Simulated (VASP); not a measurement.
# Ba (I4/mmm) in VASP: notebook

Ba is run at these levels: PBEsol; tasks: single point.

All numbers are computed with VASP 6.6.1; they aren't measurements. Logs are shortened: lines on timing, memory, paths and dates and some standing lists are left out, and cuts for length are marked.

**1. The cell of the first run**

It takes space group I4/mmm (No. 139, tetragonal). The conventional cell has a = 5.200 Å, b = 5.200 Å, c = 4.600 Å, α = 90.00°, β = 90.00°, γ = 90.00°. Ba (site symmetry 4/mmm) has 14 Ba at 4.34 to 5.20 Å within 5.7 Å.

**2. Single point, PBEsol (strain +0.040 along x and y, -0.080 along z)**

Input file INCAR:

```
PREC     = Accurate       # precision mode
ENCUT    = 520            # plane-wave cutoff, eV
EDIFF    = 1E-6           # SCF threshold, eV
ISMEAR   = 0              # smearing method
SIGMA    = 0.15           # smearing width, eV
LREAL    = False          # projectors in reciprocal space
LASPH    = True           # aspherical terms in the spheres
NELM     = 100            # most SCF steps
ALGO     = Fast           # electronic algorithm
ISIF     = 2              # what is computed and relaxed
LWAVE    = False          # write WAVECAR
LCHARG   = True           # write CHGCAR
GGA      = PS             # functional
LELF     = True           # ELF
LVHAR    = True         
NBANDS   = 11             # bands
```

Input file KPOINTS:

```
Automatic mesh
0
Gamma
  14 14 14
```

Input file POSCAR:

```
Ba
1.0
   -2.6000000000      2.6000000000      2.3000000000
    2.6000000000     -2.6000000000      2.3000000000
    2.6000000000      2.6000000000     -2.3000000000
Ba
1
Direct
    0.0000000000      0.0000000000      0.0000000000
```

Potentials or basis: VASP PAW PBE potentials, release 64 (Ba_sv).

The run is started by

```bash
> cat potpaw_PBE.64/Ba_sv/POTCAR > POTCAR
> mpirun -np 1 vasp_std > vasp.out
```

OUTCAR:

```text
PREC = Accurate
   ENCUT = 520
   EDIFF = 1E-6
   ISMEAR = 0
   LREAL = False
   LASPH = True
   NELM = 100
   ISIF = 2
   GGA = PS

 ion  position               nearest neighbor table
   1  0.000  0.000  0.000-

  LATTYP: Found a body centered tetragonal cell.
 ALAT       =     5.2000000000
 C/A-ratio  =     0.8846153846

  Lattice vectors:

 A1 = (  -2.6000000000,   2.6000000000,   2.3000000000)
 A2 = (   2.6000000000,  -2.6000000000,   2.3000000000)
 A3 = (   2.6000000000,   2.6000000000,  -2.3000000000)

Analysis of symmetry for initial positions (statically):
=====================================================================
 Subroutine PRICEL returns:
 Original cell was already a primitive cell.

 Routine SETGRP: Setting up the symmetry group for a
 body centered tetragonal supercell.

 Subroutine GETGRP returns: Found 16 space group operations
 (whereof 16 operations were pure point group operations)
 out of a pool of 16 trial point group operations.

The static configuration has the point symmetry D_4h.

Analysis of symmetry for dynamics (positions and initial velocities):
=====================================================================
 Subroutine PRICEL returns:
 Original cell was already a primitive cell.

 Routine SETGRP: Setting up the symmetry group for a
 body centered tetragonal supercell.

 Subroutine GETGRP returns: Found 16 space group operations
 (whereof 16 operations were pure point group operations)
 out of a pool of 16 trial point group operations.

The dynamic configuration has the point symmetry D_4h.

 Subroutine INISYM returns: Found 16 space group operations
 (whereof 16 operations are pure point group operations),
 and found     1 'primitive' translations

----------------------------------------------------------------------------------------

                                     Primitive cell

  volume of cell :      62.1920

  direct lattice vectors                    reciprocal lattice vectors
    -2.600000000  2.600000000  2.300000000     0.000000000  0.192307692  0.217391304
     2.600000000 -2.600000000  2.300000000     0.192307692  0.000000000  0.217391304
     2.600000000  2.600000000 -2.300000000     0.192307692  0.192307692  0.000000000

  length of vectors
     4.337049688  4.337049688  4.337049688     0.290243394  0.290243394  0.271964147

  position of ions in fractional coordinates (direct lattice)
     0.000000000  0.000000000  0.000000000

  ion indices of the primitive-cell ions
   primitive index   ion index
                 1           1

----------------------------------------------------------------------------------------

 KPOINTS: Automatic mesh

Automatic generation of k-mesh.
 Grid dimensions read from file:
 generate k-points for:   14   14   14

 Generating k-lattice:

  Cartesian coordinates                     Fractional coordinates (reciprocal lattice)
     0.000000000  0.013736264  0.015527950     0.071428571  0.000000000 -0.000000000
     0.013736264  0.000000000  0.015527950     0.000000000  0.071428571 -0.000000000
     0.013736264  0.013736264  0.000000000     0.000000000  0.000000000  0.071428571

  Length of vectors
     0.020731671  0.020731671  0.019426010

  Shift w.r.t. Gamma in fractional coordinates (k-lattice)
     0.000000000  0.000000000  0.000000000

 Subroutine IBZKPT returns following result:
 ===========================================

 Found    244 irreducible k-points:

 Following reciprocal coordinates:
            Coordinates               Weight
  0.000000  0.000000  0.000000      1.000000
  0.071429 -0.000000  0.000000      8.000000
  0.142857 -0.000000  0.000000      8.000000
  0.214286 -0.000000  0.000000      8.000000
  0.285714  0.000000  0.000000      8.000000
  0.357143  0.000000  0.000000      8.000000
[... 16 lines left out ...]
  0.214286  0.142857  0.000000     16.000000
  0.285714  0.142857  0.000000     16.000000
 [... further k-points ...]
   k-points           NKPTS =    244   k-points in BZ     NKDIM =    244   number of bands    NBANDS=     11
   number of dos      NEDOS =    301   number of ions     NIONS =      1
   total plane-waves  NPLWV =  32768
   dimension x,y,z NGX =    32 NGY =   32 NGZ =   32
   dimension x,y,z NGXF=    64 NGYF=   64 NGZF=   64
   ions per type =               1
   NGX,Y,Z   is equivalent  to a cutoff of  12.27, 12.27, 12.27 a.u.
   NGXF,Y,Z  is equivalent  to a cutoff of  24.53, 24.53, 24.53 a.u.
 SYSTEM =  unknown system
   PREC   = accura    normal or accurate (medium, high low for compatibility)
   ISTART =      0    job   : 0-new  1-cont  2-samecut
   ICHARG =      2    charge: 1-file 2-atom 10-const
   ISPIN  =      1    spin polarized calculation?
   LNONCOLLINEAR =      F non collinear calculations
   LSORBIT =      F    spin-orbit coupling
   LASPH  =      T    aspherical Exc in radial PAW
   ENCUT  =  520.0 eV  38.22 Ry    6.18 a.u.   8.06  8.06  8.06*2*pi/ulx,y,z
   NELM   =    100;   NELMIN=  2; NELMDL= -5     # of ELM steps
   EDIFF  = 0.1E-05   stopping-criterion for ELM
   LREAL  =      F    real-space projection
   EDIFFG = 0.1E-04   stopping-criterion for IOM
   NSW    =      0    number of steps for IOM
   IBRION =     -1    ionic relax: 0-MD 1-quasi-New 2-CG
   NFREE  =      0    steps in history (QN), initial steepest desc. (CG)
   ISIF   =      2    stress and relaxation
   ISYM   =      2    0-nonsym 1-usesym 2-fastsym
   POTIM  = 0.5000    time-step for ionic-motion
   TEBEG  =    0.0;   TEEND  =   0.0 temperature during run
   PSTRESS=    0.0 pullay stress
   NELECT =      10.0000    total number of electrons
   NUPDOWN=      -1.0000    fix difference up-down
   EMIN   =  10.00;   EMAX   =-10.00  energy-range for DOS
   EFERMI =   0.00;   METHOD = LEGACY
   ISMEAR =     0;   SIGMA  =   0.15  broadening in eV -4-tet -1-fermi 0-gaus
   EFERMI_NEDOS =   21; number of points for ismear=-14 and -15
   IALGO  =     68    algorithm
   IMIX   =      4    mixing-type and parameters
     AMIX     =   0.40;   BMIX     =  1.00
     AMIX_MAG =   1.60;   BMIX_MAG =  1.00
  volume/ion in A,a.u.               =      62.19       419.69
  Fermi-wavevector in a.u.,A,eV,Ry     =   0.890219  1.682269 10.782469  0.792489
  Thomas-Fermi vector in A             =   2.011881
   LORBIT       =      0    0 simple, 1 ext, 2 COOP (PROOUT), +10 PAW based schemes
   GGA     = PS    functional components
   LHFCALC =     F    Hartree Fock is set to
   AEXX    =    0.0000 exact exchange contribution
   IVDW    =     0    specifies the selected vdW correction
   LEPSILON=     F    determine dielectric tensor
   LRPA    =     F    only Hartree local field effects (RPA)
 non-spin polarized calculation
 RMM-DIIS sequential band-by-band and
 Gauss-broadening in eV      SIGMA  =   0.15
  energy-cutoff  :      520.00
  volume of cell :       62.19
 maximum number of plane-waves:      1705
   NGX = 17   NGY = 17   NGZ = 17

 number of electron      10.0000000 magnetization

 Free energy of the ion-electron system (eV)
  ---------------------------------------------------
  ext. energy  EPLUGINS =         0.00000000
  ---------------------------------------------------
  free energy    TOTEN  =        -2.13867313 eV

  energy without entropy =       -2.12501314  energy(sigma->0) =       -2.13184314

 E-fermi :   1.5916     XC(G=0):  -7.5476

 val. band max:        1.5756233693   @ k =  -0.2857  -0.3571   0.2857
 cond. band min:       1.6118461470   @ k =  -0.3571  -0.4286   0.2857
 fundamental gap:      0.0362227777
 Fermi energy:         1.5916065326

 k-point     1 :       0.0000    0.0000    0.0000
  band No.  band energies     occupation
      1     -27.2618      2.00000
      2     -12.1886      2.00000
      3     -12.1886      2.00000
      4     -12.1755      2.00000
      5      -1.1958      2.00000
      6       2.9343      0.00000
      7       3.7363      0.00000
      8       3.7363      0.00000
      9       4.2318      0.00000
     10       5.3795      0.00000
     11       8.2833      0.00000

 k-point     2 :       0.0714   -0.0000    0.0000
  band No.  band energies     occupation
      1     -27.2593      2.00000
      2     -12.2089      2.00000
      3     -12.1968      2.00000
      4     -12.1835      2.00000
      5      -1.0925      2.00000
      6       2.9507      0.00000
      7       3.6589      0.00000
      8       3.7154      0.00000
      9       4.2442      0.00000
     10       5.2450      0.00000
     11       8.5153      0.00000

 k-point     3 :       0.1429   -0.0000    0.0000
  band No.  band energies     occupation
      1     -27.2525      2.00000
      2     -12.2804      2.00000
      3     -12.2197      2.00000
      4     -12.1898      2.00000
      5      -0.7978      2.00000
      6       2.8901      0.00000
      7       3.3792      0.00000
      8       3.8131      0.00000
      9       4.3640      0.00000
     10       5.0292      0.00000
     11       8.9965      0.00000

 k-point     4 :       0.2143   -0.0000    0.0000
  band No.  band energies     occupation
      1     -27.2426      2.00000
      2     -12.3822      2.00000
      3     -12.2524      2.00000
      4     -12.1972      2.00000
      5      -0.3607      2.00000
      6       2.6746      0.00000
      7       2.9952      0.00000
      8       4.1965      0.00000
      9       4.6217      0.00000
     10       4.9010      0.00000
     11       8.9769      0.00000
[... 239 lines left out ...]
 k-point    22 :       0.1429    0.1429    0.0000
  band No.  band energies     occupation
      1     -27.2365      2.00000
      2     -12.4380      2.00000
      3     -12.2490      2.00000
      4     -12.2309      2.00000
      5      -0.0764      2.00000
      6       2.5911      0.00000
      7       2.7761      0.00000
      8       4.3580      0.00000
      9       4.5382      0.00000
     10       5.1226      0.00000
     11       9.4353      0.00000

 k-point    23 :       0.2143    0.1429    0.0000
  band No.  band energies     occupation
      1     -27.2265      2.00000
      2     -12.5238      2.00000
      3     -12.2893      2.00000
      4     -12.2421      2.00000
      5       0.3959      2.00000
      6       2.4017      0.00000
      7       2.4965      0.00000
      8       4.4791      0.00000
      9       4.9597      0.00000
     10       5.5799      0.00000
     11       9.1911      0.00000

 k-point    24 :       0.2857    0.1429    0.0000
  band No.  band energies     occupation
      1     -27.2178      2.00000
      2     -12.5926      2.00000
      3     -12.3319      2.00000
      4     -12.2477      2.00000
      5       0.7692      2.00000
      6       2.1831      0.00000
      7       2.4981      0.00000
      8       4.5346      0.00000
      9       5.6797      0.00000
     10       5.9811      0.00000
     11       8.4416      0.00000

 [... further k-points ...]
[... 5 lines left out ...]
  --------------------------------------------------------------------------------------
  -------------------------------------------------------------------------------------
  Total       -0.2813459     -0.2813459      0.0207921      0.0000000     -0.0000000      0.0000000
  in kB       -7.2479735     -7.2479735      0.5356409      0.0000000     -0.0000000      0.0000000
  external PRESSURE =      -4.6534353 kB  Pullay stress =       0.0000000 kB

 VOLUME and BASIS-vectors are now :
 -----------------------------------------------------------------------------
  energy-cutoff  :      520.00
  volume of cell :       62.19
      direct lattice vectors                 reciprocal lattice vectors
    -2.600000000  2.600000000  2.300000000     0.000000000  0.192307692  0.217391304
     2.600000000 -2.600000000  2.300000000     0.192307692  0.000000000  0.217391304
     2.600000000  2.600000000 -2.300000000     0.192307692  0.192307692  0.000000000

 POSITION                                       TOTAL-FORCE (eV/Angst)
 -----------------------------------------------------------------------------------
      0.00000      0.00000      0.00000        -0.000000      0.000000     -0.000000
 -----------------------------------------------------------------------------------
    total drift:                                0.000000      0.000000      0.000000

  FREE ENERGIE OF THE ION-ELECTRON SYSTEM (eV)
  ---------------------------------------------------
  free  energy   TOTEN  =        -2.1386731344 eV

  energy  without entropy=       -2.1250131407  energy(sigma->0) =       -2.13184314
```

It took 85 s on 1 thread of Intel Xeon Platinum 8259CL at 2.50GHz (Skylake/Cascade Lake), shared host; peak memory 0.3 GiB.

What came out:

```
Free energy            : -2.1387 eV
Pressure               : -0.5 GPa
Band gap on the k mesh : zero (bands 5 and 6 overlap by 0.90 eV)
```

Caveat: the cell differs from its parent crystal (strain +0.040 along x and y, -0.080 along z); the PAW data sets were made with another functional, which shifts forces and pressure a little; spin-orbit coupling is left out, which moves the levels of the heavy elements.

**3. Single point, PBEsol (strain +0.040 along x and y, -0.040 along z)**

Input file INCAR:

```
PREC = Accurate
ENCUT = 520
EDIFF = 1E-6
ISMEAR = 0
SIGMA = 0.15
LREAL = F
LASPH = T
NELM = 80
ALGO = Fast
ISIF = 2
LWAVE = F
LCHARG = F
GGA = PS
NBANDS = 11
```

KPOINTS is that of step 2.

Input file POSCAR:

```
Ba
1.0
   -2.6000000000      2.6000000000      2.4000000000
    2.6000000000     -2.6000000000      2.4000000000
    2.6000000000      2.6000000000     -2.4000000000
Ba
1
Direct
    0.0000000000      0.0000000000      0.0000000000
```

Potentials or basis: VASP PAW PBE potentials, release 64 (Ba_sv).

The run is started by

```bash
> cat potpaw_PBE.64/Ba_sv/POTCAR > POTCAR
> mpirun -np 1 vasp_std > vasp.out
```

Wall time 2.2 min (1 thread of Intel Xeon Platinum 8259CL at 2.50GHz (Skylake/Cascade Lake), shared host); peak memory 0.33 GiB.

Results (log left out):

* Free energy: -2.1344 eV
* Pressure: -0.8 GPa
* Band gap on the k mesh: zero (bands 5 and 6 overlap by 0.87 eV)

Stress tensor (GPa, compression positive):
```
-0.94  0.00  0.00
 0.00 -0.94  0.00
 0.00  0.00 -0.52
```

Levels at points of the mesh, in eV from the Fermi level:
| k point | band 2 | band 3 | band 4 | band 5 | band 6 | band 7 | band 8 | band 9 |
| --- | --- | --- | --- | --- | --- | --- | --- | --- |
| (0.00, 0.00, 0.00) | -13.86 | -13.86 | -13.86 | -2.76 | 1.47 | 1.96 | 1.96 | 2.79 |
| (0.50, 0.00, 0.00) | -14.29 | -14.01 | -13.88 | -0.87 | 0.52 | 1.26 | 3.15 | 4.00 |
| (0.50, 0.50, 0.00) | -14.29 | -13.98 | -13.85 | -0.93 | 1.01 | 1.02 | 2.69 | 3.47 |
| (0.50, 0.50, 0.50) | -14.18 | -14.18 | -14.11 | -0.56 | -0.45 | 3.90 | 3.90 | 4.56 |

Caveat: the cell differs from its parent crystal (strain +0.040 along x and y, -0.040 along z); the PAW data sets were made with another functional, which shifts forces and pressure a little; spin-orbit coupling is left out, which moves the levels of the heavy elements.

(Part 1 of 2 ends here.)
